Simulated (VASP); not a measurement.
Wanted: the native input for a VASP 6.6.1 run.

```yaml
Task: single point
Functional: r2SCAN
Potentials_or_basis: VASP PAW PBE potentials, release 64 (B, N)
Cutoff: 520 eV
k_mesh: 12 × 12 × 8
Occupations: fermi-dirac, width 0.02 eV
Spin: no spin polarisation
Dipole_correction: no
Further_INCAR_settings: ALGO = Normal; EDIFF = 1e-06; NBANDS = 16
```

Crystal: BN.

```xyz
4
Lattice="2.5263 0.0000 0.0000 -1.2632 2.1879 0.0000 0.0000 0.0000 4.1788" Properties=species:S:1:pos:R:3 pbc="T T T"
B     1.2632    0.7293    0.0011
B     0.0000    1.4586    2.0905
N     1.2632    0.7293    1.5659
N     0.0000    1.4586    3.6553
```

The input as run:

POSCAR

```
BN
1.0
    2.5263319782      0.0000000000      0.0000000000
   -1.2631659891      2.1878676715      0.0000000000
    0.0000000000      0.0000000000      4.1787574400
B N
2 2
Direct
    0.6666666667      0.3333333333      0.0002749630
    0.3333333333      0.6666666667      0.5002749630
    0.6666666667      0.3333333333      0.3747250370
    0.3333333333      0.6666666667      0.8747250370
```

INCAR.step1

```
ALGO = Normal
EDIFF = 1E-4
ENCUT = 520
GGA = PE
ISMEAR = -1
LASPH = T
LCHARG = F
LREAL = F
LWAVE = T
NBANDS = 16
NELM = 100
PREC = Accurate
SIGMA = 0.02
```

INCAR.step2

```
ALGO = Normal
EDIFF = 1E-6
ENCUT = 520
ISIF = 2
ISMEAR = -1
ISTART = 1
LASPH = T
LCHARG = F
LMIXTAU = T
LREAL = F
LWAVE = F
METAGGA = R2SCAN
NBANDS = 16
NELM = 100
PREC = Accurate
SIGMA = 0.02
```

KPOINTS

```
k-points
0
Gamma
  12 12 8
```

Potentials or basis: VASP PAW PBE potentials, release 64 (B, N).

Launch:

```console
$ cat potpaw_PBE.64/B/POTCAR potpaw_PBE.64/N/POTCAR > POTCAR
$ cp INCAR.step1 INCAR
$ mpirun -np 1 vasp_std > vasp.out
$ cp INCAR.step2 INCAR
$ mpirun -np 1 vasp_std > vasp.out
```

It gave:

| Property | Result |
| --- | --- |
| Pressure | 9.7 GPa |
| Largest force | 0.004 eV/Å |
| Band gap on the k mesh | 5.68 eV, indirect (least direct gap 9.08 eV) |

Caveat: the PAW data sets were made with another functional, which shifts forces and pressure a little.

It took 110 s on 1 thread of AMD EPYC 7R43 64-Core Processor (Zen 3), with other jobs on the host, peak memory 0.12 GiB.
